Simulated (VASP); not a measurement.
# Li2S (Fm-3m) in VASP: a series of runs

Aim: see how the results for Li2S move with the level of theory and the settings. Levels: BLYP, PBEsol. Tasks: single point.

Program: VASP 6.6.1. These are calculated values, not measurements. Logs are shortened: lines on timing, memory, paths and dates and some standing lists are left out, and cuts for length are marked.

## 1. The cell of the first run

It takes space group Fm-3m (No. 225, cubic). Conventional cell: a = 5.724 Å, b = 5.724 Å, c = 5.724 Å, α = 90.00°, β = 90.00°, γ = 90.00°. Within 3.3 Å of Li (site symmetry -43m) lie 4 S at 2.48 Å and 6 Li at 2.86 Å. S (site symmetry m-3m) has 8 Li at 2.48 Å within 3.3 Å.

## 2. Single point, BLYP (15.63 Å³/atom)

The input, INCAR:

```
SYSTEM = Li2S
PREC     = Accurate       ! precision mode
ENCUT    = 750            ! plane-wave cutoff, eV
EDIFF    = 1E-6           ! SCF threshold, eV
ISMEAR   = 0              ! smearing method
SIGMA    = 0.05           ! smearing width, eV
LREAL    = .False.        ! projectors in reciprocal space
LASPH    = .True.         ! aspherical terms in the spheres
NELM     = 120            ! most SCF steps
ALGO     = Normal         ! electronic algorithm
ISIF     = 2              ! what is computed and relaxed
LWAVE    = .False.        ! write WAVECAR
LCHARG   = .False.        ! write CHGCAR
GGA      = B5             ! functional
ALDAX    = 1.0          
AGGAX    = 1.0          
AGGAC    = 1.0          
ALDAC    = 0.0          
NBANDS   = 13             ! bands
GGA_COMPAT= .False.
```

The input, KPOINTS:

```
Automatic mesh
0
Gamma
  8 8 8
  0 0 0
```

The input, POSCAR:

```
Li2S
1.0
    0.0000000000      2.8620487841      2.8620487841
    2.8620487841      0.0000000000      2.8620487841
    2.8620487841      2.8620487841      0.0000000000
Li S
2 1
Direct
    0.2500000000      0.2500000000      0.2500000000
    0.7500000000      0.7500000000      0.7500000000
    0.0000000000      0.0000000000      0.0000000000
```

Potentials or basis: VASP PAW PBE potentials, release 64 (Li_sv, S).

Run with:

```
> cat potpaw_PBE.64/Li_sv/POTCAR potpaw_PBE.64/S/POTCAR > POTCAR
> mpirun -np 1 vasp_std > vasp.out
```

OUTCAR:

```text
SYSTEM = Li2S
   PREC = Accurate
   ENCUT = 750
   EDIFF = 1E-6
   ISMEAR = 0
   LREAL = .False.
   LASPH = .True.
   NELM = 120
   ISIF = 2
   GGA = B5

 ion  position               nearest neighbor table
   1  0.250  0.250  0.250-   3 2.48   3 2.48   3 2.48   3 2.48
   2  0.750  0.750  0.750-   3 2.48   3 2.48   3 2.48   3 2.48
   3  0.000  0.000  0.000-   2 2.48   2 2.48   2 2.48   1 2.48   1 2.48   1 2.48   2 2.48   1 2.48

  LATTYP: Found a face centered cubic cell.
 ALAT       =     5.7240975682

  Lattice vectors:

 A1 = (   0.0000000000,   2.8620487841,   2.8620487841)
 A2 = (   2.8620487841,   0.0000000000,   2.8620487841)
 A3 = (   2.8620487841,   2.8620487841,   0.0000000000)

Analysis of symmetry for initial positions (statically):
=====================================================================
 Subroutine PRICEL returns:
 Original cell was already a primitive cell.

 Routine SETGRP: Setting up the symmetry group for a
 face centered cubic supercell.

 Subroutine GETGRP returns: Found 48 space group operations
 (whereof 48 operations were pure point group operations)
 out of a pool of 48 trial point group operations.

The static configuration has the point symmetry O_h .

Analysis of symmetry for dynamics (positions and initial velocities):
=====================================================================
 Subroutine PRICEL returns:
 Original cell was already a primitive cell.

 Routine SETGRP: Setting up the symmetry group for a
 face centered cubic supercell.

 Subroutine GETGRP returns: Found 48 space group operations
 (whereof 48 operations were pure point group operations)
 out of a pool of 48 trial point group operations.

The dynamic configuration has the point symmetry O_h .

 Subroutine INISYM returns: Found 48 space group operations
 (whereof 48 operations are pure point group operations),
 and found     1 'primitive' translations

----------------------------------------------------------------------------------------

                                     Primitive cell

  volume of cell :      46.8879

  direct lattice vectors                    reciprocal lattice vectors
     0.000000000  2.862048784  2.862048784    -0.174700027  0.174700027  0.174700027
     2.862048784  0.000000000  2.862048784     0.174700027 -0.174700027  0.174700027
     2.862048784  2.862048784  0.000000000     0.174700027  0.174700027 -0.174700027

  length of vectors
     4.047548207  4.047548207  4.047548207     0.302589323  0.302589323  0.302589323

  position of ions in fractional coordinates (direct lattice)
     0.250000000  0.250000000  0.250000000
     0.750000000  0.750000000  0.750000000
     0.000000000  0.000000000  0.000000000

  ion indices of the primitive-cell ions
   primitive index   ion index
                 1           1
                 2           2
                 3           3

----------------------------------------------------------------------------------------

 KPOINTS: Automatic mesh

Automatic generation of k-mesh.
 Grid dimensions read from file:
 generate k-points for:    8    8    8

 Generating k-lattice:

  Cartesian coordinates                     Fractional coordinates (reciprocal lattice)
    -0.021837503  0.021837503  0.021837503     0.125000000  0.000000000  0.000000000
     0.021837503 -0.021837503  0.021837503     0.000000000  0.125000000  0.000000000
     0.021837503  0.021837503 -0.021837503     0.000000000  0.000000000  0.125000000

  Length of vectors
     0.037823665  0.037823665  0.037823665

  Shift w.r.t. Gamma in fractional coordinates (k-lattice)
     0.000000000  0.000000000  0.000000000

 Subroutine IBZKPT returns following result:
 ===========================================

 Found     29 irreducible k-points:

 Following reciprocal coordinates:
            Coordinates               Weight
  0.000000  0.000000  0.000000      1.000000
  0.125000  0.000000  0.000000      8.000000
  0.250000  0.000000  0.000000      8.000000
  0.375000  0.000000  0.000000      8.000000
  0.500000  0.000000  0.000000      4.000000
  0.125000  0.125000  0.000000      6.000000
[... 16 lines left out ...]
  0.500000  0.250000  0.125000     48.000000
 -0.375000  0.250000  0.125000     24.000000
 [... further k-points ...]
   k-points           NKPTS =     29   k-points in BZ     NKDIM =     29   number of bands    NBANDS=     13
   number of dos      NEDOS =    301   number of ions     NIONS =      3
   total plane-waves  NPLWV =  46656
   dimension x,y,z NGX =    36 NGY =   36 NGZ =   36
   dimension x,y,z NGXF=    72 NGYF=   72 NGZF=   72
   ions per type =               2   1
   NGX,Y,Z   is equivalent  to a cutoff of  14.79, 14.79, 14.79 a.u.
   NGXF,Y,Z  is equivalent  to a cutoff of  29.57, 29.57, 29.57 a.u.
 SYSTEM =  Li2S
   PREC   = accura    normal or accurate (medium, high low for compatibility)
   ISTART =      0    job   : 0-new  1-cont  2-samecut
   ICHARG =      2    charge: 1-file 2-atom 10-const
   ISPIN  =      1    spin polarized calculation?
   LNONCOLLINEAR =      F non collinear calculations
   LSORBIT =      F    spin-orbit coupling
   LASPH  =      T    aspherical Exc in radial PAW
   ENCUT  =  750.0 eV  55.12 Ry    7.42 a.u.   9.04  9.04  9.04*2*pi/ulx,y,z
   NELM   =    120;   NELMIN=  2; NELMDL= -5     # of ELM steps
   EDIFF  = 0.1E-05   stopping-criterion for ELM
   LREAL  =      F    real-space projection
   EDIFFG = 0.1E-04   stopping-criterion for IOM
   NSW    =      0    number of steps for IOM
   IBRION =     -1    ionic relax: 0-MD 1-quasi-New 2-CG
   NFREE  =      0    steps in history (QN), initial steepest desc. (CG)
   ISIF   =      2    stress and relaxation
   ISYM   =      2    0-nonsym 1-usesym 2-fastsym
   POTIM  = 0.5000    time-step for ionic-motion
   TEBEG  =    0.0;   TEEND  =   0.0 temperature during run
   PSTRESS=    0.0 pullay stress
   NELECT =      12.0000    total number of electrons
   NUPDOWN=      -1.0000    fix difference up-down
   EMIN   =  10.00;   EMAX   =-10.00  energy-range for DOS
   EFERMI =   0.00;   METHOD = LEGACY
   ISMEAR =     0;   SIGMA  =   0.05  broadening in eV -4-tet -1-fermi 0-gaus
   EFERMI_NEDOS =   21; number of points for ismear=-14 and -15
   IALGO  =     38    algorithm
   IMIX   =      4    mixing-type and parameters
     AMIX     =   0.40;   BMIX     =  1.00
     AMIX_MAG =   1.60;   BMIX_MAG =  1.00
  volume/ion in A,a.u.               =      15.63       105.47
  Fermi-wavevector in a.u.,A,eV,Ry     =   1.039397  1.964176 14.699007  1.080347
  Thomas-Fermi vector in A             =   2.173926
   LORBIT       =      0    0 simple, 1 ext, 2 COOP (PROOUT), +10 PAW based schemes
   GGA     = B5    functional components
   LHFCALC =     F    Hartree Fock is set to
   AEXX    =    0.0000 exact exchange contribution
   IVDW    =     0    specifies the selected vdW correction
   LEPSILON=     F    determine dielectric tensor
   LRPA    =     F    only Hartree local field effects (RPA)
 non-spin polarized calculation
 Gauss-broadening in eV      SIGMA  =   0.05
  energy-cutoff  :      750.00
  volume of cell :       46.89
 maximum number of plane-waves:      2208
   NGX = 19   NGY = 19   NGZ = 19

 number of electron      12.0000000 magnetization

 Free energy of the ion-electron system (eV)
  ---------------------------------------------------
  ext. energy  EPLUGINS =         0.00000000
  ---------------------------------------------------
  free energy    TOTEN  =       -11.30663566 eV

  energy without entropy =      -11.30663566  energy(sigma->0) =      -11.30663566

 E-fermi :   1.9940     XC(G=0):  -7.9537

 val. band max:        1.7504093806   @ k =   0.0000   0.0000   0.0000
 cond. band min:       5.3913986473   @ k =   0.5000   0.5000   0.0000
 fundamental gap:      3.6409892667
 Fermi energy:         1.9940097922

 k-point     1 :       0.0000    0.0000    0.0000
  band No.  band energies     occupation
      1     -43.1216      2.00000
      2     -43.0835      2.00000
      3      -9.2105      2.00000
      4       1.7504      2.00000
      5       1.7504      2.00000
      6       1.7504      2.00000
      7       6.1908      0.00000
      8       8.0272      0.00000
      9       8.0272      0.00000
     10       8.0272      0.00000
     11      12.9690      0.00000
     12      12.9690      0.00000
     13      14.2489      0.00000

 k-point     2 :       0.1250    0.0000    0.0000
  band No.  band energies     occupation
      1     -43.1201      2.00000
      2     -43.0848      2.00000
      3      -9.1565      2.00000
      4       1.1864      2.00000
      5       1.6657      2.00000
      6       1.6657      2.00000
      7       6.6027      0.00000
      8       8.2584      0.00000
      9       8.2584      0.00000
     10       8.3701      0.00000
     11      12.0365      0.00000
     12      12.0365      0.00000
     13      14.4064      0.00000

 k-point     3 :       0.2500    0.0000    0.0000
  band No.  band energies     occupation
      1     -43.1157      2.00000
      2     -43.0887      2.00000
      3      -9.0179      2.00000
      4       0.1409      2.00000
      5       1.4816      2.00000
      6       1.4816      2.00000
      7       7.2373      0.00000
      8       8.5903      0.00000
      9       8.5903      0.00000
     10       9.2352      0.00000
     11      11.6605      0.00000
     12      11.6605      0.00000
     13      14.8468      0.00000
[... 305 lines left out ...]
 k-point    23 :       0.5000    0.2500    0.1250
  band No.  band energies     occupation
      1     -43.1077      2.00000
      2     -43.0960      2.00000
      3      -8.7893      2.00000
      4      -0.4958      2.00000
      5       0.5729      2.00000
      6       1.0212      2.00000
      7       7.6596      0.00000
      8       8.5798      0.00000
      9       9.7894      0.00000
     10      10.1983      0.00000
     11      11.7933      0.00000
     12      14.0793      0.00000
     13      15.5026      0.00000

 k-point    24 :      -0.3750    0.2500    0.1250
  band No.  band energies     occupation
      1     -43.1018      2.00000
      2     -43.1018      2.00000
      3      -8.7349      2.00000
      4      -0.7192      2.00000
      5       0.5515      2.00000
      6       0.8812      2.00000
      7       7.7927      0.00000
      8       8.4487      0.00000
      9      10.1340      0.00000
     10      10.8099      0.00000
     11      12.0790      0.00000
     12      13.4184      0.00000
     13      15.0396      0.00000

 [... further k-points ...]

------------------------ aborting loop because EDIFF is reached ----------------------------------------

  FORCE on cell =-STRESS in cart. coord.  units (eV):
  Direction    XX          YY          ZZ          XY          YZ          ZX
  --------------------------------------------------------------------------------------
  -------------------------------------------------------------------------------------
  Total        0.2284924      0.2284924      0.2284924      0.0000000      0.0000000      0.0000000
  in kB        7.8076677      7.8076677      7.8076677      0.0000000      0.0000000      0.0000000
  external PRESSURE =       7.8076677 kB  Pullay stress =       0.0000000 kB

 VOLUME and BASIS-vectors are now :
 -----------------------------------------------------------------------------
  energy-cutoff  :      750.00
  volume of cell :       46.89
      direct lattice vectors                 reciprocal lattice vectors
     0.000000000  2.862048784  2.862048784    -0.174700027  0.174700027  0.174700027
     2.862048784  0.000000000  2.862048784     0.174700027 -0.174700027  0.174700027
     2.862048784  2.862048784  0.000000000     0.174700027  0.174700027 -0.174700027

 POSITION                                       TOTAL-FORCE (eV/Angst)
 -----------------------------------------------------------------------------------
      1.43102      1.43102      1.43102         0.000000      0.000000      0.000000
      4.29307      4.29307      4.29307        -0.000000     -0.000000     -0.000000
      0.00000      0.00000      0.00000        -0.000000      0.000000      0.000000
 -----------------------------------------------------------------------------------
    total drift:                                0.000000      0.000000      0.000000

  FREE ENERGIE OF THE ION-ELECTRON SYSTEM (eV)
  ---------------------------------------------------
  free  energy   TOTEN  =       -11.3066356627 eV

  energy  without entropy=      -11.3066356627  energy(sigma->0) =      -11.30663566
```

Run time: 62 s. Hardware: 1 thread of AMD EPYC 7R13, shared host; peak memory 0.17 GiB.

Results:

- Free energy: -11.3066 eV
- Pressure: 0.8 GPa
- Band gap on the k mesh: 3.64 eV (least direct gap 4.44 eV)

Caveat: the PAW data sets were made with another functional, which shifts forces and pressure a little. A k mesh can miss the band edges.

[end of part 1 of 2]
